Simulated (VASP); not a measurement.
# TaSi16H4 in VASP: single point with PBE

Aim: the single point of TaSi16H4 with PBE.

Everything below comes from runs of VASP 6.6.1. Logs are shortened: lines on timing, memory, paths and dates and some standing lists are left out, and cuts for length are marked.

## Step 1: The cell of the first run

The cell holds a slab with vacuum, 21 atoms: a = 7.679 Å, b = 7.679 Å, c = 18.419 Å, α = 90.00°, β = 90.00°, γ = 60.00°.

## Step 2: Single point, PBE, collinear spin

Input file INCAR:

```
SYSTEM = TaSi16H4
PREC     = Accurate       ! precision mode
ENCUT    = 520            ! plane-wave cutoff, eV
EDIFF    = 1E-6           ! SCF threshold, eV
ISMEAR   = 0              ! smearing method
SIGMA    = 0.02           ! smearing width, eV
LREAL    = Auto         
LASPH    = .True.         ! aspherical terms in the spheres
NELM     = 150            ! most SCF steps
ALGO     = Normal         ! electronic algorithm
ISIF     = 2              ! what is computed and relaxed
LWAVE    = .False.        ! write WAVECAR
LCHARG   = .False.        ! write CHGCAR
ISPIN    = 2              ! spin polarisation
MAGMOM   = 0 0 0 0 0 0 0 0 0 0 0 0 0 0 0 0 0 0 0 0 1 ! initial moments
LORBIT   = 11             ! projections on sites
LMAXMIX  = 4              ! l up to which the mixer works
GGA      = PE             ! functional
NBANDS   = 60             ! bands
```

Input file KPOINTS:

```
regular mesh
0
Gamma
  2 2 1
  0 0 0
```

Input file POSCAR:

```
TaSi16H4
1.0
    7.6791800000      0.0000000000      0.0000000000
    3.8395900000      6.6503650000      0.0000000000
    0.0000000000      0.0000000000     18.4187650000
H Si Ta
4 16 1
Direct
    0.1666667000      0.1666667000      0.0542925000
    0.6666667000      0.1666667000      0.0542925000
    0.1666667000      0.6666667000      0.0542925000
    0.6666667000      0.6666667000      0.0542925000
    0.1666667000      0.1666667000      0.1357311000
    0.6666667000      0.1666667000      0.1357311000
    0.1666667000      0.6666667000      0.1357311000
    0.6666667000      0.6666667000      0.1357311000
   -0.1666424546      0.3333406720      0.1762675271
    0.3322354152      0.3354987827      0.1775915941
   -0.1645167891      0.8322534634      0.1775766314
    0.3322490043      0.8322685066      0.1776122752
   -0.1666178855      0.3334834106      0.3044462081
    0.3329972846      0.3340539181      0.3049224141
   -0.1662891264      0.8332795730      0.3049072736
    0.3329429140      0.8331628762      0.3049505346
   -0.0069193984      0.0137014551      0.3577392144
    0.4998606262      0.0001563549      0.3492208297
   -0.0068997007      0.4934783671      0.3577384798
    0.5136669179      0.4932864751      0.3578588422
    0.1667497456      0.6667740666      0.3980923858
```

Potentials or basis: VASP PAW PBE potentials, release 64 (H, Si, Ta_pv).

Launch:

```
cat potpaw_PBE.64/H/POTCAR potpaw_PBE.64/Si/POTCAR potpaw_PBE.64/Ta_pv/POTCAR > POTCAR
mpirun -np 1 vasp_std > vasp.out
```

OUTCAR:

```text
SYSTEM = TaSi16H4
   PREC = Accurate
   ENCUT = 520
   EDIFF = 1E-6
   ISMEAR = 0
   LREAL = Auto
   LASPH = .True.
   NELM = 150
   ISIF = 2
   ISPIN = 2
   LORBIT = 11
   GGA = PE

 ion  position               nearest neighbor table
   1  0.167  0.167  0.054-   5 1.50
   2  0.667  0.167  0.054-   6 1.50
   3  0.167  0.667  0.054-   7 1.50
   4  0.667  0.667  0.054-   8 1.50
   5  0.167  0.167  0.136-   1 1.50   9 2.34  10 2.35  12 2.35
   6  0.667  0.167  0.136-   2 1.50   9 2.34  11 2.35  10 2.35
   7  0.167  0.667  0.136-   3 1.50  10 2.33  11 2.33  12 2.33
   8  0.667  0.667  0.136-   4 1.50   9 2.34  11 2.35  12 2.35
   9  0.833  0.333  0.176-   5 2.34   8 2.34   6 2.34  13 2.36
  10  0.332  0.335  0.178-   7 2.33  14 2.35   5 2.35   6 2.35
  11  0.835  0.832  0.178-   7 2.33  15 2.35   8 2.35   6 2.35
  12  0.332  0.832  0.178-   7 2.33  16 2.35   5 2.35   8 2.35
  13  0.833  0.333  0.304-  19 2.34  17 2.34  20 2.34   9 2.36
  14  0.333  0.334  0.305-  10 2.35  18 2.37  19 2.46  20 2.46  21 2.80
  15  0.834  0.833  0.305-  11 2.35  18 2.37  17 2.46  19 2.46  21 2.80
  16  0.333  0.833  0.305-  12 2.35  18 2.37  17 2.46  20 2.46  21 2.80
  17  0.993  0.014  0.358-  13 2.34  21 2.42  15 2.46  16 2.46
  18  0.500  0.000  0.349-  15 2.37  16 2.37  14 2.37
  19  0.993  0.493  0.358-  13 2.34  21 2.42  15 2.46  14 2.46
  20  0.514  0.493  0.358-  13 2.34  21 2.42  16 2.46  14 2.46
  21  0.167  0.667  0.398-  20 2.42  17 2.42  19 2.42  16 2.80  14 2.80  15 2.80

  LATTYP: Found a hexagonal cell.
 ALAT       =     7.6791800344
 C/A-ratio  =     2.3985327753

  Lattice vectors:

 A1 = (  -3.8395900000,  -6.6503650000,   0.0000000000)
 A2 = (   7.6791800000,   0.0000000000,   0.0000000000)
 A3 = (   0.0000000000,   0.0000000000,  18.4187650000)

Analysis of symmetry for initial positions (statically):
=====================================================================
 Subroutine PRICEL returns:
 Original cell was already a primitive cell.

 Routine SETGRP: Setting up the symmetry group for a
 hexagonal supercell.

 Subroutine GETGRP returns: Found  1 space group operations
 (whereof  1 operations were pure point group operations)
 out of a pool of 24 trial point group operations.

The static configuration has the point symmetry C_1 .

Analysis of symmetry for dynamics (positions and initial velocities):
=====================================================================
 Subroutine PRICEL returns:
 Original cell was already a primitive cell.

 Routine SETGRP: Setting up the symmetry group for a
 hexagonal supercell.

[... 178 lines left out ...]
  ext. energy  EPLUGINS =         0.00000000
  ---------------------------------------------------
  free energy    TOTEN  =      -105.18068309 eV

  energy without entropy =     -105.18068309  energy(sigma->0) =     -105.18068309

 E-fermi :  -0.4676     XC(G=0):  -4.4374

 val. band max:       -0.5613987061   @ k =   0.5000   0.0000   0.0000
 cond. band min:      -0.3741725447   @ k =   0.5000   0.0000   0.0000
 fundamental gap:      0.1872261614
 Fermi energy:        -0.4676116815

 spin component 1

 k-point     1 :       0.0000    0.0000    0.0000
  band No.  band energies     occupation
      1     -35.6749      1.00000
      2     -35.4664      1.00000
      3     -35.4663      1.00000
      4     -12.2581      1.00000
      5     -11.2171      1.00000
      6     -10.2047      1.00000
[... 205 lines left out ...]
     50       2.1875      0.00000
     51       2.1914      0.00000
 Fermi energy:        -0.4676116815

 spin component 2

 k-point     1 :       0.0000    0.0000    0.0000
  band No.  band energies     occupation
      1     -35.4999      1.00000
      2     -35.3833      1.00000
      3     -35.3829      1.00000
      4     -12.2338      1.00000
      5     -11.1979      1.00000
      6     -10.1687      1.00000
[... 205 lines left out ...]
     50       2.2358      0.00000
     51       2.2424      0.00000
 [bands above 51 left out]

------------------------ aborting loop because EDIFF is reached ----------------------------------------

  FORCE on cell =-STRESS in cart. coord.  units (eV):
  Direction    XX          YY          ZZ          XY          YZ          ZX
  --------------------------------------------------------------------------------------
  -------------------------------------------------------------------------------------
  Total        1.3661721      1.3651520      0.4355059     -0.0009099     -0.0091466     -0.0169038
  in kB        2.3269934      2.3252560      0.7417949     -0.0015498     -0.0155794     -0.0287921
  external PRESSURE =       1.7980148 kB  Pullay stress =       0.0000000 kB

 VOLUME and BASIS-vectors are now :
 -----------------------------------------------------------------------------
  energy-cutoff  :      520.00
  volume of cell :      940.63
      direct lattice vectors                 reciprocal lattice vectors
     7.679180000  0.000000000  0.000000000     0.130222237 -0.075183843  0.000000000
     3.839590000  6.650365000  0.000000000     0.000000000  0.150367687  0.000000000
     0.000000000  0.000000000 18.418765000     0.000000000  0.000000000  0.054292457

 POSITION                                       TOTAL-FORCE (eV/Angst)
 -----------------------------------------------------------------------------------
      1.91980      1.10839      1.00000        -0.024126      0.014050     -0.073337
      5.75939      1.10839      1.00000         0.024727      0.014762     -0.073665
      3.83959      4.43358      1.00000         0.000238      0.000353     -0.112519
      7.67918      4.43358      1.00000        -0.000315     -0.028057     -0.073550
      1.91980      1.10839      2.50000         0.181333     -0.105406      0.143542
      5.75939      1.10839      2.50000        -0.180563     -0.103357      0.142804
[... 13 lines left out ...]
      5.83856      3.28054      6.59132        -0.282552      0.161859      0.092150
      3.84064      4.43429      7.33237        -0.012029      0.002777     -0.422836
 -----------------------------------------------------------------------------------
    total drift:                               -0.001288     -0.000118     -0.018349

  FREE ENERGIE OF THE ION-ELECTRON SYSTEM (eV)
  ---------------------------------------------------
  free  energy   TOTEN  =      -105.1806830911 eV

  energy  without entropy=     -105.1806830911  energy(sigma->0) =     -105.18068309

 total charge

# of ion       s       p       d       tot
------------------------------------------
    1        0.559   0.014   0.000   0.572
    2        0.559   0.014   0.000   0.572
    3        0.561   0.014   0.000   0.574
    4        0.559   0.014   0.000   0.572
    5        0.738   0.970   0.000   1.708
    6        0.738   0.970   0.000   1.708
[... 13 lines left out ...]
   20        0.787   0.895   0.000   1.682
   21        0.314   6.098   2.475   8.888
--------------------------------------------------
tot         14.622  21.012   2.475  38.109

 magnetization (x)

# of ion       s       p       d       tot
------------------------------------------
    1        0.001  -0.000   0.000   0.001
    2        0.001  -0.000   0.000   0.001
    3        0.004   0.000   0.000   0.004
    4        0.001  -0.000   0.000   0.001
    5        0.000  -0.001   0.000  -0.001
    6        0.000  -0.001   0.000  -0.001
[... 13 lines left out ...]
   20       -0.001  -0.004   0.000  -0.005
   21        0.024   0.002   0.157   0.184
--------------------------------------------------
tot          0.089   0.173   0.157   0.419
```

Run time: 13 min. Hardware: 1 thread of Intel Xeon 6975P-C (Granite Rapids), shared host; peak memory 1.5 GiB.

What came out:

* Free energy: -105.1807 eV
* Largest force: 0.423 eV/Å
* Band gap on the k mesh: 0.19 eV
* Net moment: 1.00 μB per cell
* Site moments: H +0.00; Si -0.00, +0.01, +0.00, -0.01, +0.17 (each value once); Ta +0.18 μB
* Valence electrons inside the program's atomic spheres: H 0.57; Si 1.71, 1.72, 1.70, 1.66, 1.64, 1.68 (each value once); Ta 8.89

Forces in eV/Å, atoms in the order of the input:
```
H   -0.024  0.014 -0.073
H    0.025  0.015 -0.074
H    0.000  0.000 -0.113
H    0.000 -0.028 -0.074
Si   0.181 -0.105  0.144
Si  -0.181 -0.103  0.143
Si   0.001  0.001 -0.192
Si  -0.001  0.210  0.142
Si  -0.003  0.001 -0.018
Si   0.003  0.020 -0.009
Si   0.017 -0.008 -0.007
Si  -0.017 -0.012 -0.010
Si  -0.006 -0.001 -0.137
Si   0.001  0.043  0.117
Si   0.040 -0.024  0.115
Si  -0.034 -0.023  0.112
Si   0.001 -0.329  0.101
Si   0.000  0.002  0.060
Si   0.290  0.165  0.102
Si  -0.283  0.162  0.092
Ta  -0.012  0.003 -0.423
```

Levels at points of the mesh, in eV from the valence-band top:
Spin up:
```
           k point  band 36  band 37  band 38  band 39  band 40  band 41  band 42  band 43  band 44  band 45
(0.00, 0.00, 0.00)    -0.96    -0.60    -0.60    -0.54    -0.19     0.46     0.46     0.74     0.74     1.20
(0.50, 0.00, 0.00)    -1.41    -1.37    -0.97    -0.47     0.00     0.19     0.72     0.90     1.66     1.69
(0.50, 0.50, 0.00)    -1.41    -1.36    -0.97    -0.47     0.00     0.19     0.72     0.90     1.66     1.69
(0.00, 0.50, 0.00)    -1.41    -1.36    -0.97    -0.47     0.00     0.19     0.72     0.90     1.65     1.69
```
Spin down:
```csv
k point,band 36,band 37,band 38,band 39,band 40,band 41,band 42,band 43
"(0.00, 0.00, 0.00)",-0.94,-0.57,-0.57,-0.10,0.26,0.55,0.55,0.77
"(0.50, 0.00, 0.00)",-1.37,-1.31,-0.94,-0.10,0.38,0.49,0.81,1.04
"(0.50, 0.50, 0.00)",-1.37,-1.31,-0.94,-0.10,0.38,0.49,0.82,1.04
"(0.00, 0.50, 0.00)",-1.37,-1.31,-0.94,-0.10,0.38,0.49,0.82,1.04
```

Caveat: the k points lie up to 0.47 Å⁻¹ apart; there is no dipole correction, which matters where the two faces differ; spin-orbit coupling is left out, which moves the levels of the heavy elements.
